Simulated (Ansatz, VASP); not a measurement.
# Ti12N12O: VASP beside Ansatz

```
Ti N O
1.0
     5.94736    0.00000    0.00000
     0.00000    5.94736    0.00000
     0.00000    0.00000   21.55336
Ti N O
12 12 1
Cartesian
  1.4868 1.4868 4.0000
  1.4868 4.4605 4.0000
  4.4605 1.4868 4.0000
  4.4605 4.4605 4.0000
  0.0000 0.0000 6.0668
  0.0000 2.9737 6.0668
  2.9737 0.0000 6.0668
  2.9737 2.9737 6.0668
  1.4868 1.4868 8.0462
  1.4868 4.4605 8.0462
  4.4605 1.4868 8.0462
  4.4605 4.4605 8.0462
  0.0000 0.0000 4.0000
  0.0000 2.9737 4.0000
  2.9737 0.0000 4.0000
  2.9737 2.9737 4.0000
  1.4868 1.4868 6.0343
  1.4868 4.4605 6.0343
  4.4605 1.4868 6.0343
  4.4605 4.4605 6.0343
  0.0000 0.0000 8.2534
  0.0000 2.9737 8.2534
  2.9737 0.0000 8.2534
  2.9737 2.9737 8.2534
  1.4868 1.4868 10.7534
```

Alike in both runs: task single point; functional PBE; dispersion D3(BJ); k mesh 5 × 5 × 1; occupations gaussian, width 0.1 eV; no spin polarisation.

|  | VASP | Ansatz |
| --- | --- | --- |
| version | VASP 6.6.1 | Ansatz 0.2.0 |
| potentials or method | VASP PAW PBE potentials, release 64 (Ti_sv, N, O), cutoff 520 eV | scalar-relativistic, plane waves, PAW |
| valence electrons in the cell | 210 | 210 |

|  | VASP | Ansatz | Ansatz less VASP |
| --- | --- | --- | --- |
| gap on the k mesh at the Fermi level (eV) | none | none | - |
| rms of the force components (eV/Å) | 0.830 | 0.828 | -0.0014 |

A gap of «none» marks a metal or a gap that the smearing closes. Ansatz's warnings: vacuum below fermi.
